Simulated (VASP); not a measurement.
**Ir: density of states with PBEsol**

Ir:

```
Ir
1.0
     2.54056    0.00000    0.00000
     0.00000    2.54056    0.00000
     0.00000    0.00000    2.54056
Ir
1
Direct
  0.00000 0.00000 0.00000
```

```json
{
  "Program": "VASP 6.6.1",
  "Task": "density of states",
  "Functional": "PBEsol",
  "Potentials or basis": "VASP PAW PBE potentials, release 64 (Ir)",
  "Cutoff": "520 eV",
  "k mesh": "17 × 17 × 17",
  "Occupations": "fermi-dirac, width 0.05 eV",
  "Spin": "no spin polarisation",
  "Dipole correction": "no",
  "k mesh for the DOS": "26 × 26 × 26",
  "Occupations for the DOS": "tetrahedron",
  "Further INCAR settings": "ALGO = Normal; EDIFF = 1e-06; NBANDS = 10"
}
```

```yaml
Valence_electrons_inside_the_program's_atomic_spheres: Ir 8.34
```

Levels at points of the mesh, in eV from the Fermi level:
| k point | band 2 | band 3 | band 4 | band 5 | band 6 | band 7 |
| --- | --- | --- | --- | --- | --- | --- |
| (0.00, 0.00, 0.00) | -6.25 | -6.25 | 1.39 | 1.39 | 1.39 | 15.78 |
| (0.50, 0.00, 0.00) | -5.49 | -1.52 | -1.52 | -1.07 | 1.68 | 6.15 |
| (0.50, 0.50, 0.00) | -4.91 | -0.97 | -0.97 | 3.53 | 4.52 | 4.52 |
| (0.50, 0.50, 0.50) | -5.42 | -5.42 | 3.73 | 3.73 | 9.12 | 11.01 |

Run time: 39 s on 1 thread of Intel(R) Xeon(R) Platinum 8488C (Sapphire Rapids), with other jobs on the host, peak memory 0.22 GiB.

Caveat: spin-orbit coupling is left out, which moves the levels of the heavy elements.
